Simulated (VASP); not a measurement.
**SrGa2B2: single point with PBE**

SrGa2B2:

```
Ga B Sr
1.0
     2.21800    3.84168    0.00000
    -2.21800    3.84168    0.00000
     0.00000    0.00000    4.74477
Ga B Sr
2 2 1
Cartesian
  -0.0002 2.5612 2.2092
  0.0002 5.1221 2.5356
  -0.0002 2.5612 0.5063
  0.0002 5.1221 4.2385
  0.0000 0.0000 0.0000
```

```
Program                : VASP 6.6.1
Task                   : single point
Functional             : PBE
Potentials or basis    : VASP PAW PBE potentials, release 64 (Ga_d, B, Sr_sv)
Cutoff                 : 520 eV
k mesh                 : 6 × 6 × 5
Occupations            : fermi-dirac, width 0.1 eV
Spin                   : no spin polarisation
Dipole correction      : no
Further INCAR settings : ALGO = Normal; EDIFF = 1e-07; NBANDS = 29
```

```
Pressure               : 23.7 GPa
Largest force          : 7.561 eV/Å
Band gap on the k mesh : zero (band 21 reaches 5.68 eV, above the bottom of band 22 at 4.19 eV)
```

Forces on the atoms (eV/Å):
```
Ga   0.002 -0.001  7.394
Ga  -0.002  0.001 -7.394
B    0.000  0.000 -7.561
B    0.000  0.000  7.561
Sr   0.000  0.000  0.000
```

Stress tensor (GPa, compression positive):
```
 9.73 -0.01  0.00
-0.01  9.72  0.00
 0.00  0.00 51.68
```

Levels at points of the mesh, in eV from the Fermi level:
```tsv
k point	band 18	band 19	band 20	band 21	band 22	band 23	band 24	band 25
(0.00, 0.00, 0.00)	-3.27	-3.27	-1.17	-0.03	1.36	1.37	2.44	2.52
(0.50, 0.00, 0.00)	-2.80	-2.58	-2.53	-1.95	-0.02	0.51	2.13	2.37
(0.00, 0.50, 0.00)	-2.80	-2.58	-2.53	-1.95	-0.02	0.51	2.13	2.37
```

It took 100 s on 1 thread of Intel(R) Xeon(R) Platinum 8488C (Sapphire Rapids) (shared host), peak memory 0.27 GiB.

Caveat: forces of over 1 eV/Å act on the atoms, so gaps and moduli don't describe the material at rest.
